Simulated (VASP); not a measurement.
Sn: electric field gradients with LDA

The system is Sn.

```xyz
1
Lattice="-1.6912 1.9547 2.1079 1.6912 -1.9547 2.1079 1.6912 1.9547 -2.1079" Properties=species:S:1:pos:R:3 pbc="T T T"
Sn    0.0000    0.0000    0.0000
```

```
Program                : VASP 6.6.1
Task                   : electric field gradients
Functional             : LDA
Potentials or basis    : VASP PAW LDA potentials, release 64 (Sn_d)
Cutoff                 : 520 eV
k mesh                 : 13 × 13 × 13
Occupations            : fermi-dirac, width 0.08 eV
Spin                   : no spin polarisation
Dipole correction      : no
Further INCAR settings : ALGO = Normal; EDIFF = 1e-08; NBANDS = 13
```

- Pressure: -3.9 GPa
- Band gap on the k mesh: zero (bands 7 and 8 overlap by 8.74 eV)
- Largest electric field gradient by atom: Sn +9.7 V/Å²

Stress tensor (GPa, compression positive):
```
-3.66  0.00  0.00
 0.00 -3.64  0.00
 0.00  0.00 -4.39
```

Levels at points of the mesh, in eV from the Fermi level:
```csv
k point,band 4,band 5,band 6,band 7,band 8,band 9,band 10,band 11
"(0.00, 0.00, 0.00)",-21.41,-21.32,-10.98,6.60,6.74,8.65,10.44,11.53
```

Electric field gradients, principal values (V/Å²):
```csv
atom,least,middle,greatest (by size)
1 Sn,-0.327,-9.412,9.739
```

Run time: 90 s on 1 thread of Intel(R) Xeon(R) Platinum 8259CL CPU @ 2.50GHz (Skylake/Cascade Lake) (shared host), peak memory 0.23 GiB.

Caveat: the cell stands under tension; without QUAD_EFG the Cq values of the log hold for a quadrupole moment of 1 mb, not for the nuclei; spin-orbit coupling is left out, which moves the levels of the heavy elements.
